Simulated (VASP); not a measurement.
Runs of VASP 6.6.1 on Na. The structure is that of space group P6_3/mmc (No. 194), or close to it. The cells are those of the table. This isn't the form of Na at room conditions, which is bcc.

```csv
cell,gap on the mesh (eV),pressure (GPa)
"a = 3.861, b = 3.861, c = 6.000 Å, angles 90.0, 90.0, 120.0°, 2 atoms",none,-0.2
"a = 3.673, b = 3.673, c = 6.308 Å, angles 90.0, 90.0, 120.0°, 2 atoms",none,(b)
"a = 3.955, b = 3.955, c = 5.846 Å, angles 90.0, 90.0, 120.0°, 2 atoms",none,-0.3
"a = 3.767, b = 3.767, c = 6.308 Å, angles 90.0, 90.0, 120.0°, 2 atoms",none,-0.1
"a = 3.861, b = 3.861, c = 5.846 Å, angles 90.0, 90.0, 120.0°, 2 atoms",none,(a)
```

Alike in all rows: task single point; level r2SCAN; potentials or basis VASP PAW PBE potentials, release 64 (Na_pv); no spin polarisation; k mesh 12 × 12 × 8; cutoff (eV) 520; smearing gaussian 0.15 eV.

**Question.** Estimate the missing entries.

**Answer.** (a) 0.0; (b) 0.2.

Caveats: the PAW data sets were made with another functional, which shifts forces and pressure a little.

A gap of «none» marks levels without a gap at the run's occupations.
